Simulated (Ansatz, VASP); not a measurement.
**Two plane-wave programs on Al**

```xyz
1
Lattice="-1.6178 1.6178 1.6178 1.6178 -1.6178 1.6178 1.6178 1.6178 -1.6178" Properties=species:S:1:pos:R:3 pbc="T T T"
Al    0.0000    0.0000    0.0000
```

Alike in both runs: functional PBE; k mesh 18 × 18 × 18; occupations gaussian, width 0.1 eV; no spin polarisation.

Ansatz relaxed the structure, and its values are those at the end. VASP's run is a single point on that final structure, the one shown.

|  | VASP | Ansatz |
| --- | --- | --- |
| version | VASP 6.6.1 | Ansatz 0.2.0 |
| potentials or method | VASP PAW PBE potentials, release 64 (Al), cutoff 500 eV | scalar-relativistic, plane waves, PAW |
| valence electrons in the cell | 3 | 3 |

|  | VASP | Ansatz | Ansatz less VASP |
| --- | --- | --- | --- |
| gap on the k mesh at the Fermi level (eV) | none | none | - |
| pressure (GPa) | 0.0 | 0.0 | +0.02 |

A gap of «none» marks a metal or a gap that the smearing closes. The functional is the same, so the differences come from potentials, cutoffs and numerics.
